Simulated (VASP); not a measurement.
BaBe4Ag, 6 atoms in the cell. It takes space group F-43m (No. 216, cubic). The conventional cell has a = 6.915 Å, b = 6.915 Å, c = 6.915 Å, α = 90.00°, β = 90.00°, γ = 90.00°. Within 3.8 Å of Ba (site symmetry -43m) lie 12 Be at 2.87 Å and 4 Ag at 2.99 Å. Within 3.2 Å of Be (site symmetry 3m) lie 6 Be at 2.44 Å and 3 Ba at 2.87 Å and 3 Ag at 2.87 Å. Within 3.8 Å of Ag (site symmetry -43m) lie 12 Be at 2.87 Å and 4 Ba at 2.99 Å. 

* Program: VASP 6.6.1
* Task: relaxation of cell and atoms
* Functional: PBE
* Potentials or basis: VASP PAW PBE potentials, release 64 (Ba_sv, Be, Ag_sv_GW)
* Cutoff: 630 eV
* k mesh: 4 × 4 × 4
* Occupations: gaussian, width 0.1 eV
* Spin: no spin polarisation
* Dipole correction: no
* Further INCAR settings: ALGO = Normal; EDIFF = 1e-07; IBRION = 2; EDIFFG = -0.04; NSW = 90; ISIF = 3

Potentials or basis: VASP PAW PBE potentials, release 64 (Ba_sv, Be, Ag_sv_GW).

Command:

```bash
$ cat potpaw_PBE.64/Ba_sv/POTCAR potpaw_PBE.64/Be/POTCAR potpaw_PBE.64/Ag_sv_GW/POTCAR > POTCAR
$ mpirun -np 1 vasp_std > vasp.out
```

Hardware: 1 thread of Intel(R) Xeon(R) Platinum 8488C (Sapphire Rapids), on a shared host.

**Question.** How long does it take, and how much memory?

**Answer.** Run time: 3.5 min on 1 thread of Intel(R) Xeon(R) Platinum 8488C (Sapphire Rapids) (shared host), peak memory 0.26 GiB. Counts: scf iterations 116, k points 8, ion steps 10.
